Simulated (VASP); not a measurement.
The system is Ge.

```xyz
1
Lattice="1.3971 -2.6005 0.0000 1.3971 2.6005 0.0000 0.0000 0.0000 2.6982" Properties=species:S:1:pos:R:3 pbc="T T T"
Ge    1.3971    0.0000    0.0000
```

Program: VASP 6.6.1. Alike in all runs: task single point; no spin polarisation; cell as given; cutoff (eV) 520.

Problem. Order these runs on this cell by their pressure, lowest first.
A. level B3LYP; potentials or basis VASP PAW PBE potentials, release 64 (Ge_d); k mesh 6 × 6 × 5; smearing fermi-dirac 0.05 eV; grid for exact exchange (PRECFOCK) Normal; share of exact exchange 0.2
B. level PBE; potentials or basis VASP PAW PBE potentials, release 64 (Ge_d); k mesh 11 × 11 × 10; smearing gaussian 0.029 eV
C. level r2SCAN; potentials or basis VASP PAW PBE potentials, release 64 (Ge_d); k mesh 9 × 9 × 8; smearing methfessel-paxton 0.01 eV
D. level LDA; potentials or basis VASP PAW LDA potentials, release 64 (Ge_d); k mesh 11 × 11 × 10; smearing fermi-dirac 0.05 eV

Solution. D (-5.7 GPa), C (-3.2 GPa), B (-0.6 GPa), A (4.6 GPa).

Caveats: some runs use coarse meshes; the cell stands under tension (at least some runs); the PAW data sets were made with another functional, which shifts forces and pressure a little (at least some runs).
